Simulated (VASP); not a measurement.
Input of a VASP 6.6.1 run:

Contents of INCAR:

```
SYSTEM = TePb
PREC = Accurate
ENCUT = 520
EDIFF = 1E-7
ISMEAR = -1
SIGMA = 0.05
LREAL = .False.
LASPH = .True.
NELM = 100
ALGO = Normal
ISIF = 2
LWAVE = .False.
LCHARG = .True.
GGA = PE
LELF = .True.
LVHAR = .True.
NBANDS = 17
```

The input KPOINTS:

```
regular mesh
0
Gamma
  13 13 13
  0 0 0
```

POSCAR

```
TePb
1.0
    0.0000000000      3.2310000000      3.2310000000
    3.2310000000      0.0000000000      3.2310000000
    3.2310000000      3.2310000000      0.0000000000
Pb Te
1 1
Direct
    0.0000000000      0.0000000000      0.0000000000
    0.5000000000      0.5000000000      0.5000000000
```

Potentials or basis: VASP PAW PBE potentials, release 64 (Pb_d, Te).

The run is started by

```sh
$ cat potpaw_PBE.64/Pb_d/POTCAR potpaw_PBE.64/Te/POTCAR > POTCAR
$ mpirun -np 1 vasp_std > vasp.out
```

(1) What does it give for the pressure?

Answers

(1) 2.1 GPa.
